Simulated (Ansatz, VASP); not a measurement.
**Two plane-wave programs on GaF**

```xyz
2
Lattice="0.0000 2.8462 2.8462 2.8462 0.0000 2.8462 2.8462 2.8462 0.0000" Properties=species:S:1:pos:R:3 pbc="T T T"
Ga    1.4231    1.4231    1.4231
F     0.0000    0.0000    0.0000
```

Alike in both runs: functional HF; k mesh 4 × 4 × 4; occupations fermi-dirac, width 0.05 eV; no spin polarisation.

|  | VASP | Ansatz |
| --- | --- | --- |
| version | VASP 6.6.1 | Ansatz 0.2.0 |
| potentials or method | VASP PAW PBE potentials, release 64 (Ga_d, F) | Ansatz PAW |
| plane-wave cutoff (eV) | 520 | 420 |
| valence electrons in the cell | 20 | 20 |
| task | single point | band structure |

```csv
,VASP,Ansatz,Ansatz less VASP
gap on the k mesh at the Fermi level (eV),8.63,8.58,-0.054
least direct gap on the mesh (eV),8.63,8.58,-0.051
pressure (GPa),3.4,3.7,+0.25
```

VASP's potentials were made for PBE, not for HF. With one functional, cell and mesh, what is left measures potentials, basis and numerics.

The k mesh is coarse, so the values compare programs but aren't converged.
